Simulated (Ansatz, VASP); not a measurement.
# One calculation of IrS, two programs

Contents of INCAR:

```
  ALGO = Normal
  EDIFF = 1E-6
  ENCUT = 560
  GGA = PS
  GGA_COMPAT = F
  ISIF = 2
  ISMEAR = 0
  LASPH = T
  LCHARG = F
  LREAL = F
  LWAVE = F
  NBANDS = 18
  NELM = 120
  PREC = Accurate
  SIGMA = 0.05
```

Contents of KPOINTS:

```
k-points
0
Gamma
  10 10 10
```

File POSCAR:

```
IrS
1.0
    0.0000000000      2.4061510517      2.4061510517
    2.4061510517      0.0000000000      2.4061510517
    2.4061510517      2.4061510517      0.0000000000
Ir S
1 1
Direct
    0.5000000000      0.5000000000      0.5000000000
    0.0000000000      0.0000000000      0.0000000000
```

Input for Ansatz:

```yaml
crystal:
  lattice:
    - [0.0, 2.4061510517, 2.4061510517]
    - [2.4061510517, 0.0, 2.4061510517]
    - [2.4061510517, 2.4061510517, 0.0]
  atoms:
    - { symbol: Ir, position: [0.5, 0.5, 0.5] }
    - { symbol: S, position: [0.0, 0.0, 0.0] }
basis:
  ecutwfc: 420
  ecutrho_ratio: 4
kpoints:
  mp_grid: { grid: [10, 10, 10] }
hamiltonian:
  xc: pbesol
scf:
  occupations: { method: gaussian, width: 0.05 }
output:
  forces: true
  stress: true
  eigenvalues: true
```

Alike in both runs: task single point; functional PBEsol; k mesh 10 × 10 × 10; occupations gaussian, width 0.05 eV; no spin polarisation.

|  | VASP | Ansatz |
| --- | --- | --- |
| version | VASP 6.6.1 | Ansatz 0.2.0 |
| potentials or method | VASP PAW PBE potentials, release 64 (Ir_sv_GW, S), cutoff 560 eV | scalar-relativistic, plane waves, PAW |
| valence electrons in the cell | 23 | 23 |

VASP gave:

| Property | Result |
| --- | --- |
| gap on the k mesh at the Fermi level (eV) | none |
| pressure (GPa) | 8.8 |

Task: What did Ansatz give for the same quantities?

Result: gap on the k mesh at the Fermi level (eV): none; pressure (GPa): 9.7.

VASP's potentials were made for PBE, not for PBEsol. A gap of «none» marks a metal or a gap that the smearing closes.

Spin-orbit coupling is off throughout.
